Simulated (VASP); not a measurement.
# C (Fd-3m) in VASP: further runs

C is run at these levels: r2SCAN; tasks: single point.

All numbers are computed with VASP 6.6.1; they aren't measurements. Logs are shortened: lines on timing, memory, paths and dates and some standing lists are left out, and cuts for length are marked.

**1. The cell of the first run**

It takes space group Fd-3m (No. 227, cubic). Conventional cell: a = 3.558 Å, b = 3.558 Å, c = 3.558 Å, α = 90.00°, β = 90.00°, γ = 90.00°. C (site symmetry -43m) has 4 C at 1.54 Å within 2.1 Å.

**2. Single point, r2SCAN**

File POSCAR:

```
C
1.0
    0.0000000000      1.7788378178      1.7788378178
    1.7788378178      0.0000000000      1.7788378178
    1.7788378178      1.7788378178      0.0000000000
C
2
Direct
    0.5000000000      0.5000000000      0.5000000000
    0.7500000000      0.7500000000      0.7500000000
```

File INCAR.step1:

```
SYSTEM = C
  ALGO = Normal
  EDIFF = 1E-4
  ENCUT = 520
  GGA = PE
  ISMEAR = 0
  LASPH = .True.
  LCHARG = .False.
  LREAL = .False.
  LWAVE = .True.
  NBANDS = 11
  NELM = 60
  PREC = Accurate
  SIGMA = 0.01
```

File INCAR.step2:

```
SYSTEM = C
  ALGO = Normal
  EDIFF = 1E-6
  ENCUT = 520
  ISIF = 2
  ISMEAR = 0
  ISTART = 1
  LASPH = .True.
  LCHARG = .False.
  LMIXTAU = .True.
  LREAL = .False.
  LWAVE = .False.
  METAGGA = R2SCAN
  NBANDS = 11
  NELM = 60
  PREC = Accurate
  SIGMA = 0.01
```

File KPOINTS:

```
k-points
0
Gamma
  12 12 12
  0 0 0
```

Potentials or basis: VASP PAW PBE potentials, release 64 (C).

The run is started by

```sh
$ cat potpaw_PBE.64/C/POTCAR > POTCAR
$ cp INCAR.step1 INCAR
$ mpirun -np 1 vasp_std > vasp.out
$ cp INCAR.step2 INCAR
$ mpirun -np 1 vasp_std > vasp.out
```

OUTCAR:

```text
SYSTEM = C
   EDIFF = 1E-6
   ENCUT = 520
   ISIF = 2
   ISMEAR = 0
   ISTART = 1
   LASPH = .True.
   LREAL = .False.
   METAGGA = R2SCAN
   NELM = 60
   PREC = Accurate

 ion  position               nearest neighbor table
   1  0.500  0.500  0.500-   2 1.54   2 1.54   2 1.54   2 1.54
   2  0.750  0.750  0.750-   1 1.54   1 1.54   1 1.54   1 1.54

  LATTYP: Found a face centered cubic cell.
 ALAT       =     3.5576756356

  Lattice vectors:

 A1 = (   0.0000000000,   1.7788378178,   1.7788378178)
 A2 = (   1.7788378178,   0.0000000000,   1.7788378178)
 A3 = (   1.7788378178,   1.7788378178,   0.0000000000)

Analysis of symmetry for initial positions (statically):
=====================================================================
 Subroutine PRICEL returns:
 Original cell was already a primitive cell.

 Routine SETGRP: Setting up the symmetry group for a
 face centered cubic supercell.

 Subroutine GETGRP returns: Found 48 space group operations
 (whereof 24 operations were pure point group operations)
 out of a pool of 48 trial point group operations.

The static configuration has the point symmetry T_d .
 The point group associated with its full space group is O_h .

Analysis of symmetry for dynamics (positions and initial velocities):
=====================================================================
 Subroutine PRICEL returns:
 Original cell was already a primitive cell.

 Routine SETGRP: Setting up the symmetry group for a
 face centered cubic supercell.

 Subroutine GETGRP returns: Found 48 space group operations
 (whereof 24 operations were pure point group operations)
 out of a pool of 48 trial point group operations.

The dynamic configuration has the point symmetry T_d .
 The point group associated with its full space group is O_h .

 Subroutine INISYM returns: Found 48 space group operations
 (whereof 24 operations are pure point group operations),
 and found     1 'primitive' translations

----------------------------------------------------------------------------------------

                                     Primitive cell

  volume of cell :      11.2574

  direct lattice vectors                    reciprocal lattice vectors
     0.000000000  1.778837818  1.778837818    -0.281082398  0.281082398  0.281082398
     1.778837818  0.000000000  1.778837818     0.281082398 -0.281082398  0.281082398
     1.778837818  1.778837818  0.000000000     0.281082398  0.281082398 -0.281082398
[... 90 lines left out ...]
   ISIF   =      2    stress and relaxation
   ISYM   =      2    0-nonsym 1-usesym 2-fastsym
   POTIM  = 0.5000    time-step for ionic-motion
   TEBEG  =    0.0;   TEEND  =   0.0 temperature during run
   PSTRESS=    0.0 pullay stress
   NELECT =       8.0000    total number of electrons
   NUPDOWN=      -1.0000    fix difference up-down
   EMIN   =  10.00;   EMAX   =-10.00  energy-range for DOS
   EFERMI =   0.00;   METHOD = LEGACY
   ISMEAR =     0;   SIGMA  =   0.01  broadening in eV -4-tet -1-fermi 0-gaus
   EFERMI_NEDOS =   21; number of points for ismear=-14 and -15
   IALGO  =     38    algorithm
   IMIX   =      4    mixing-type and parameters
     AMIX     =   0.40;   BMIX     =  1.00
     AMIX_MAG =   1.60;   BMIX_MAG =  1.00
  volume/ion in A,a.u.               =       5.63        37.98
  Fermi-wavevector in a.u.,A,eV,Ry     =   1.460916  2.760730 29.038568  2.134275
  Thomas-Fermi vector in A             =   2.577309
   LORBIT       =      0    0 simple, 1 ext, 2 COOP (PROOUT), +10 PAW based schemes
   METAGGA = R2SCAN    functional components
   LHFCALC =     F    Hartree Fock is set to
   AEXX    =    0.0000 exact exchange contribution
   IVDW    =     0    specifies the selected vdW correction
   LEPSILON=     F    determine dielectric tensor
   LRPA    =     F    only Hartree local field effects (RPA)
 non-spin polarized calculation
 Gauss-broadening in eV      SIGMA  =   0.01
  energy-cutoff  :      520.00
  volume of cell :       11.26
 maximum number of plane-waves:       313
   NGX =  9   NGY =  9   NGZ =  9

 number of electron       7.9999999 magnetization

 Free energy of the ion-electron system (eV)
  ---------------------------------------------------
  ext. energy  EPLUGINS =         0.00000000
  ---------------------------------------------------
  free energy    TOTEN  =       -19.65694165 eV

  energy without entropy =      -19.65694165  energy(sigma->0) =      -19.65694165

 E-fermi :   9.9940     XC(G=0): -14.2999

 val. band max:        9.8240990786   @ k =   0.0000   0.0000   0.0000
 cond. band min:      14.1845325311   @ k =   0.3333   0.3333   0.0000
 fundamental gap:      4.3604334525
 Fermi energy:         9.9940049129

 k-point     1 :       0.0000    0.0000    0.0000
  band No.  band energies     occupation
      1     -12.9773      2.00000
      2       9.8241      2.00000
      3       9.8241      2.00000
      4       9.8241      2.00000
      5      15.6806      0.00000
      6      15.6806      0.00000
      7      15.6806      0.00000
      8      23.8257      0.00000
      9      30.3232      0.00000
     10      37.2970      0.00000
     11      37.2970      0.00000
[... 309 lines left out ...]
 k-point    24 :      -0.4167    0.1667    0.0000
  band No.  band energies     occupation
      1      -6.5375      2.00000
      2      -3.4454      2.00000
      3       3.9739      2.00000
      4       5.9896      2.00000
      5      17.7615      0.00000
      6      20.6385      0.00000
      7      21.6413      0.00000
      8      26.3066      0.00000
      9      30.4763      0.00000
     10      35.1829      0.00000
     11      35.9770      0.00000

 [... further k-points ...]

------------------------ aborting loop because EDIFF is reached ----------------------------------------

  FORCE on cell =-STRESS in cart. coord.  units (eV):
  Direction    XX          YY          ZZ          XY          YZ          ZX
  --------------------------------------------------------------------------------------
  -------------------------------------------------------------------------------------
  Total        0.1490164      0.1490164      0.1490164     -0.0000000     -0.0000000      0.0000000
  in kB       21.2082802     21.2082802     21.2082802     -0.0000000     -0.0000000      0.0000000
  external PRESSURE =      21.2082802 kB  Pullay stress =       0.0000000 kB

 VOLUME and BASIS-vectors are now :
 -----------------------------------------------------------------------------
  energy-cutoff  :      520.00
  volume of cell :       11.26
      direct lattice vectors                 reciprocal lattice vectors
     0.000000000  1.778837818  1.778837818    -0.281082398  0.281082398  0.281082398
     1.778837818  0.000000000  1.778837818     0.281082398 -0.281082398  0.281082398
     1.778837818  1.778837818  0.000000000     0.281082398  0.281082398 -0.281082398

 POSITION                                       TOTAL-FORCE (eV/Angst)
 -----------------------------------------------------------------------------------
      1.77884      1.77884      1.77884         0.000000      0.000000     -0.000000
      2.66826      2.66826      2.66826        -0.000000     -0.000000      0.000000
 -----------------------------------------------------------------------------------
    total drift:                                0.000000     -0.000000      0.000000

  FREE ENERGIE OF THE ION-ELECTRON SYSTEM (eV)
  ---------------------------------------------------
  free  energy   TOTEN  =       -19.6569416498 eV

  energy  without entropy=      -19.6569416498  energy(sigma->0) =      -19.65694165
```

OUTCAR.step1:

```text
SYSTEM = C
   EDIFF = 1E-4
   ENCUT = 520
   GGA = PE
   ISMEAR = 0
   LASPH = .True.
[... 558 lines left out ...]
 -----------------------------------------------------------------------------------
      1.77884      1.77884      1.77884        -0.000000     -0.000000     -0.000000
      2.66826      2.66826      2.66826         0.000000      0.000000      0.000000
 -----------------------------------------------------------------------------------
    total drift:                                0.000000     -0.000000      0.000000

  FREE ENERGIE OF THE ION-ELECTRON SYSTEM (eV)
  ---------------------------------------------------
  free  energy   TOTEN  =       -18.1828867873 eV

  energy  without entropy=      -18.1828867873  energy(sigma->0) =      -18.18288679
```

OSZICAR.step1:

```text
N       E                     dE             d eps       ncg     rms          rms(c)
DAV:   1    -0.894646099380E+00   -0.89465E+00   -0.47033E+03  1707   0.697E+02
DAV:   2    -0.184900935792E+02   -0.17595E+02   -0.16949E+02  2074   0.121E+02
DAV:   3    -0.188360309682E+02   -0.34594E+00   -0.34480E+00  1827   0.126E+01
DAV:   4    -0.188366724646E+02   -0.64150E-03   -0.64147E-03  1721   0.647E-01
DAV:   5    -0.188366731453E+02   -0.68068E-06   -0.68067E-06  1802   0.207E-02    0.561E+00
DAV:   6    -0.183460900023E+02    0.49058E+00   -0.25592E-01  1626   0.357E+00    0.336E+00
DAV:   7    -0.181810012855E+02    0.16509E+00   -0.31284E-01  1704   0.399E+00    0.770E-01
DAV:   8    -0.181828466303E+02   -0.18453E-02   -0.88238E-03  1674   0.702E-01    0.440E-02
DAV:   9    -0.181828867873E+02   -0.40157E-04   -0.62237E-05  1737   0.638E-02
   1 F= -.18182887E+02 E0= -.18182887E+02  d E =-.530361E-41
```

It took 30 s on 1 thread of Intel Xeon 8259CL, shared host; peak memory 0.12 GiB.

What came out:

* Free energy: -19.6569 eV
* Pressure: 2.1 GPa
* Band gap on the k mesh: 4.36 eV (least direct gap 5.86 eV)

Levels at points of the mesh, in eV from the valence-band top:
```csv
k point,band 1,band 2,band 3,band 4,band 5,band 6,band 7,band 8,band 9
"(0.00, 0.00, 0.00)",-22.80,0.00,0.00,0.00,5.86,5.86,5.86,14.00,20.50
"(0.50, 0.00, 0.00)",-16.81,-14.13,-3.00,-3.00,8.91,8.91,9.24,16.77,23.33
"(0.50, 0.50, 0.00)",-13.64,-13.64,-6.71,-6.71,5.02,5.02,18.00,18.00,24.77
```

Caveat: the PAW data sets were made with another functional, which shifts forces and pressure a little. A k mesh can miss the band edges.

(Part 1 of 2 ends here.)
